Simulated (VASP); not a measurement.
# FePt (P4/mmm) in VASP: further runs

The runs below take FePt through single point, with PBE, PBEsol, revPBE, LDA+U.

Program: VASP 6.6.1. These are calculated values, not measurements. Logs are shortened: lines on timing, memory, paths and dates and some standing lists are left out, and cuts for length are marked.

### Step 1. The cell of the first run

It takes space group P4/mmm (No. 123, tetragonal). Conventional cell: a = 2.724 Å, b = 2.724 Å, c = 3.720 Å, α = 90.00°, β = 90.00°, γ = 90.00°. Pt (site symmetry 4/mmm) has 8 Fe at 2.68 Å and 4 Pt at 2.72 Å within 3.5 Å. Fe (site symmetry 4/mmm) has 8 Pt at 2.68 Å and 4 Fe at 2.72 Å within 3.5 Å.

### Step 2. Single point, PBE, collinear spin, ferromagnetic start

Input file POSCAR:

```
FePt
1.0
    2.7235000000      0.0000000000      0.0000000000
    0.0000000000      2.7235000000      0.0000000000
    0.0000000000      0.0000000000      3.7200000000
Pt Fe
1 1
Direct
    0.5000000000      0.5000000000      0.5000000000
    0.0000000000      0.0000000000      0.0000000000
```

Input file INCAR.step1:

```
PREC     = Accurate       # precision mode
ENCUT    = 520            # plane-wave cutoff, eV
EDIFF    = 1E-6           # SCF threshold, eV
ISMEAR   = -1             # smearing method
SIGMA    = 0.05           # smearing width, eV
LREAL    = False          # projectors in reciprocal space
LASPH    = True           # aspherical terms in the spheres
NELM     = 150            # most SCF steps
ALGO     = Normal         # electronic algorithm
ISIF     = 2              # what is computed and relaxed
LWAVE    = False          # write WAVECAR
LCHARG   = True           # write CHGCAR
ISPIN    = 2              # spin polarisation
MAGMOM   = 0 3            # initial moments
LMAXMIX  = 4              # l up to which the mixer works
GGA      = PE             # functional
NBANDS   = 20             # bands
```

Input file KPOINTS.step1:

```
Automatic mesh
0
Gamma
  6 6 4
```

Input file INCAR.step2:

```
PREC     = Accurate       # precision mode
ENCUT    = 520            # plane-wave cutoff, eV
EDIFF    = 1E-6           # SCF threshold, eV
ISMEAR   = -5             # smearing method
SIGMA    = 0.05           # smearing width, eV
LREAL    = False          # projectors in reciprocal space
LASPH    = True           # aspherical terms in the spheres
NELM     = 150            # most SCF steps
ALGO     = Normal         # electronic algorithm
ISIF     = 2              # what is computed and relaxed
LWAVE    = False          # write WAVECAR
LCHARG   = False          # write CHGCAR
ISPIN    = 2              # spin polarisation
MAGMOM   = 0 3            # initial moments
LORBIT   = 11             # projections on sites
LMAXMIX  = 4              # l up to which the mixer works
GGA      = PE             # functional
NEDOS    = 2001           # points of the DOS
ICHARG   = 11             # starting density
```

Input file KPOINTS.step2:

```
Automatic mesh
0
Gamma
  9 9 6
```

Potentials or basis: VASP PAW PBE potentials, release 64 (Pt, Fe).

The run is started by

```console
cat potpaw_PBE.64/Pt/POTCAR potpaw_PBE.64/Fe/POTCAR > POTCAR
cp INCAR.step1 INCAR
cp KPOINTS.step1 KPOINTS
mpirun -np 1 vasp_std > vasp.out
cp INCAR.step2 INCAR
cp KPOINTS.step2 KPOINTS
mpirun -np 1 vasp_std > vasp.out
```

OUTCAR:

```text
PREC = Accurate
   ENCUT = 520
   EDIFF = 1E-6
   ISMEAR = -5
   LREAL = False
   LASPH = True
   NELM = 150
   ISIF = 2
   ISPIN = 2
   LORBIT = 11
   GGA = PE
   ICHARG = 11

 ion  position               nearest neighbor table
   1  0.500  0.500  0.500-   2 2.68   2 2.68   2 2.68   2 2.68   2 2.68   2 2.68   2 2.68   2 2.68

   2  0.000  0.000  0.000-   1 2.68   1 2.68   1 2.68   1 2.68   1 2.68   1 2.68   1 2.68   1 2.68

  LATTYP: Found a simple tetragonal cell.
 ALAT       =     2.7235000000
 C/A-ratio  =     1.3658894804

  Lattice vectors:

 A1 = (   2.7235000000,   0.0000000000,   0.0000000000)
 A2 = (   0.0000000000,   2.7235000000,   0.0000000000)
 A3 = (   0.0000000000,   0.0000000000,   3.7200000000)

Analysis of symmetry for initial positions (statically):
=====================================================================
 Subroutine PRICEL returns:
 Original cell was already a primitive cell.

 Routine SETGRP: Setting up the symmetry group for a
 simple tetragonal supercell.

 Subroutine GETGRP returns: Found 16 space group operations
 (whereof 16 operations were pure point group operations)
 out of a pool of 16 trial point group operations.

The static configuration has the point symmetry D_4h.

Analysis of symmetry for dynamics (positions and initial velocities):
=====================================================================
 Subroutine PRICEL returns:
 Original cell was already a primitive cell.

 Routine SETGRP: Setting up the symmetry group for a
 simple tetragonal supercell.

 Subroutine GETGRP returns: Found 16 space group operations
 (whereof 16 operations were pure point group operations)
 out of a pool of 16 trial point group operations.

The dynamic configuration has the point symmetry D_4h.

Analysis of structural, dynamic, and magnetic symmetry:
=====================================================================
 Subroutine PRICEL returns:
 Original cell was already a primitive cell.

 Routine SETGRP: Setting up the symmetry group for a
 simple tetragonal supercell.

 Subroutine GETGRP returns: Found 16 space group operations
 (whereof 16 operations were pure point group operations)
 out of a pool of 16 trial point group operations.

The overall configuration has the point symmetry D_4h.

 Subroutine INISYM returns: Found 16 space group operations
 (whereof 16 operations are pure point group operations),
 and found     1 'primitive' translations

----------------------------------------------------------------------------------------

[... 142 lines left out ...]

 val. band max:        8.8201130502   @ k =   0.3333   0.1111   0.5000
 cond. band min:       8.2591013153   @ k =   0.3333   0.0000   0.5000
 fundamental gap:     -0.5610117349
 Fermi energy:         8.6725459508

 spin component 1

 k-point     1 :       0.0000    0.0000    0.0000
  band No.  band energies     occupation
      1      -0.8951      1.00000
      2       2.3456      1.00000
      3       2.5140      1.00000
      4       5.2427      1.00000
      5       5.2427      1.00000
      6       5.8148      1.00000
      7       6.5650      1.00000
      8       6.7839      1.00000
      9       8.1532      1.00000
     10       8.2894      1.00000
     11       8.2894      1.00000
     12      10.9792      0.00000
     13      18.4695      0.00000
     14      20.3609      0.00000
[... 403 lines left out ...]
      4       4.5712      1.00000
      5       5.1126      1.00000
      6       5.5219      1.00000
      7       5.9760      1.00000
      8       6.1045      1.00000
      9       7.3011      1.00000
     10       7.7418      1.00000
     11       8.7242      0.44961
     12      11.2293      0.00000
     13      16.1430      0.00000
     14      18.5951      0.00000
     15      22.9193      0.00000

 [... further k-points ...]

 spin component 2

 k-point     1 :       0.0000    0.0000    0.0000
  band No.  band energies     occupation
      1      -0.7552      1.00000
      2       2.8988      1.00000
      3       2.9239      1.00000
      4       6.3355      1.00000
      5       6.3355      1.00000
      6       7.8715      1.00000
      7       7.9183      1.00000
      8       9.2684     -0.05624
      9      10.3899      0.00000
     10      10.3899      0.00000
     11      10.4052      0.00000
     12      11.1780      0.00000
     13      19.3051      0.00000
     14      20.6640      0.00000
[... 403 lines left out ...]
      4       5.0410      1.00000
      5       6.1775      1.00000
      6       6.7920      1.00000
      7       8.2176      1.01846
      8       8.3498      0.96640
      9       9.7017      0.00000
     10       9.8353      0.00000
     11      10.4606      0.00000
     12      11.9999      0.00000
     13      16.8722      0.00000
     14      19.2662      0.00000
     15      23.4681      0.00000

 [... further k-points ...]

------------------------ aborting loop because EDIFF is reached ----------------------------------------

  FORCE on cell =-STRESS in cart. coord.  units (eV):
  Direction    XX          YY          ZZ          XY          YZ          ZX
  --------------------------------------------------------------------------------------
  -------------------------------------------------------------------------------------
  Total        0.6866945      0.6866945      0.9886155      0.0000000      0.0000000     -0.0000000
  in kB       39.8727731     39.8727731     57.4037531      0.0000000      0.0000000     -0.0000000
  external PRESSURE =      45.7164331 kB  Pullay stress =       0.0000000 kB

 VOLUME and BASIS-vectors are now :
 -----------------------------------------------------------------------------
  energy-cutoff  :      520.00
  volume of cell :       27.59
      direct lattice vectors                 reciprocal lattice vectors
     2.723500000  0.000000000  0.000000000     0.367174592  0.000000000  0.000000000
     0.000000000  2.723500000  0.000000000     0.000000000  0.367174592  0.000000000
     0.000000000  0.000000000  3.720000000     0.000000000  0.000000000  0.268817204

 POSITION                                       TOTAL-FORCE (eV/Angst)
 -----------------------------------------------------------------------------------
      1.36175      1.36175      1.86000         0.000000      0.000000      0.000000
      0.00000      0.00000      0.00000         0.000000      0.000000      0.000000
 -----------------------------------------------------------------------------------
    total drift:                                0.000000      0.000000      0.000000

  FREE ENERGIE OF THE ION-ELECTRON SYSTEM (eV)
  ---------------------------------------------------
  free  energy   TOTEN  =       -14.7937515950 eV

  energy  without entropy=      -14.7937515950  energy(sigma->0) =      -14.79375159

 total charge

# of ion       s       p       d       tot
------------------------------------------
    1        0.713   0.663   8.054   9.430
    2        0.409   0.451   6.133   6.992
--------------------------------------------------
tot          1.122   1.113  14.187  16.422

 magnetization (x)

# of ion       s       p       d       tot
------------------------------------------
    1       -0.027  -0.072   0.408   0.309
    2        0.004  -0.010   2.902   2.896
--------------------------------------------------
tot         -0.023  -0.082   3.310   3.205
```

OUTCAR.step1:

```text
PREC = Accurate
   ENCUT = 520
   EDIFF = 1E-6
   ISMEAR = -1
   LREAL = False
[... 1348 lines left out ...]
      1.36175      1.36175      1.86000         0.000000      0.000000      0.000000
      0.00000      0.00000      0.00000         0.000000      0.000000      0.000000
 -----------------------------------------------------------------------------------
    total drift:                               -0.000000      0.000000      0.000000

  FREE ENERGIE OF THE ION-ELECTRON SYSTEM (eV)
  ---------------------------------------------------
  free  energy   TOTEN  =       -14.8292637522 eV

  energy  without entropy=      -14.8124211118  energy(sigma->0) =      -14.82084243
```

Wall time 42 s (1 thread of Intel Xeon Platinum 8559C (Emerald Rapids), shared host); peak memory 0.17 GiB.

What came out:

- Net moment: 3.28 μB per cell
- Site moments: Pt +0.31; Fe +2.90 μB
- Valence electrons inside the program's atomic spheres: Pt 9.43; Fe 6.99

Caveat: the k points lie up to 0.42 Å⁻¹ apart; spin-orbit coupling is left out, which moves the levels of the heavy elements; tetrahedron occupations give inexact forces and stress in metals.

### Step 3. Single point, PBEsol, collinear spin, ferromagnetic start

POSCAR is that of step 2.

Input file INCAR.step1:

```
PREC     = Accurate       # precision mode
ENCUT    = 520            # plane-wave cutoff, eV
EDIFF    = 1E-7           # SCF threshold, eV
ISMEAR   = -1             # smearing method
SIGMA    = 0.05           # smearing width, eV
LREAL    = F              # projectors in reciprocal space
LASPH    = T              # aspherical terms in the spheres
NELM     = 150            # most SCF steps
ALGO     = Normal         # electronic algorithm
ISIF     = 2              # what is computed and relaxed
LWAVE    = F              # write WAVECAR
LCHARG   = T              # write CHGCAR
ISPIN    = 2              # spin polarisation
MAGMOM   = 0 3            # initial moments
LMAXMIX  = 4              # l up to which the mixer works
GGA      = PS             # functional
NBANDS   = 20             # bands
```

Input file KPOINTS.step1:

```
regular mesh
0
Gamma
  6 6 4
```

Input file INCAR.step2:

```
PREC     = Accurate       # precision mode
ENCUT    = 520            # plane-wave cutoff, eV
EDIFF    = 1E-7           # SCF threshold, eV
ISMEAR   = -5             # smearing method
SIGMA    = 0.05           # smearing width, eV
LREAL    = F              # projectors in reciprocal space
LASPH    = T              # aspherical terms in the spheres
NELM     = 150            # most SCF steps
ALGO     = Normal         # electronic algorithm
ISIF     = 2              # what is computed and relaxed
LWAVE    = F              # write WAVECAR
LCHARG   = F              # write CHGCAR
ISPIN    = 2              # spin polarisation
MAGMOM   = 0 3            # initial moments
LORBIT   = 10             # projections on sites
LMAXMIX  = 4              # l up to which the mixer works
GGA      = PS             # functional
NEDOS    = 2001           # points of the DOS
ICHARG   = 11             # starting density
```

Input file KPOINTS.step2:

```
regular mesh
0
Gamma
  9 9 6
```

Potentials or basis: VASP PAW PBE potentials, release 64 (Pt, Fe).

The run is started by

```console
cat potpaw_PBE.64/Pt/POTCAR potpaw_PBE.64/Fe/POTCAR > POTCAR
cp INCAR.step1 INCAR
cp KPOINTS.step1 KPOINTS
mpirun -np 1 vasp_std > vasp.out
cp INCAR.step2 INCAR
cp KPOINTS.step2 KPOINTS
mpirun -np 1 vasp_std > vasp.out
```

It took 34 s on 1 thread of Intel Xeon Platinum 8559C (Emerald Rapids), shared host; peak memory 0.17 GiB.

It converged, with:

```yaml
Net_moment: 3.28 μB per cell
Site_moments: Pt +0.31; Fe +2.89 μB
Valence_electrons_inside_the_program's_atomic_spheres: Pt 9.41; Fe 7.00
```

Levels at points of the mesh, in eV from the Fermi level:
Spin up:
| k point | band 8 | band 9 | band 10 | band 11 | band 12 | band 13 | band 14 | band 15 |
| --- | --- | --- | --- | --- | --- | --- | --- | --- |
| (0.00, 0.00, 0.00) | -1.85 | -0.49 | -0.36 | -0.36 | 2.23 | 9.76 | 11.62 | 11.62 |
| (0.00, 0.00, 0.50) | -2.28 | -2.15 | -2.15 | -1.79 | -0.82 | 15.63 | 15.67 | 16.15 |
Spin down:
| k point | band 6 | band 7 | band 8 | band 9 | band 10 | band 11 |
| --- | --- | --- | --- | --- | --- | --- |
| (0.00, 0.00, 0.00) | -0.76 | -0.75 | 0.57 | 1.67 | 1.73 | 1.73 |
| (0.00, 0.00, 0.50) | -1.88 | -1.37 | -0.55 | 0.15 | 0.49 | 0.49 |

Caveat: the k points lie up to 0.42 Å⁻¹ apart; the PAW data sets were made with another functional, which shifts forces and pressure a little; spin-orbit coupling is left out, which moves the levels of the heavy elements; tetrahedron occupations give inexact forces and stress in metals.

[end of part 1 of 2]
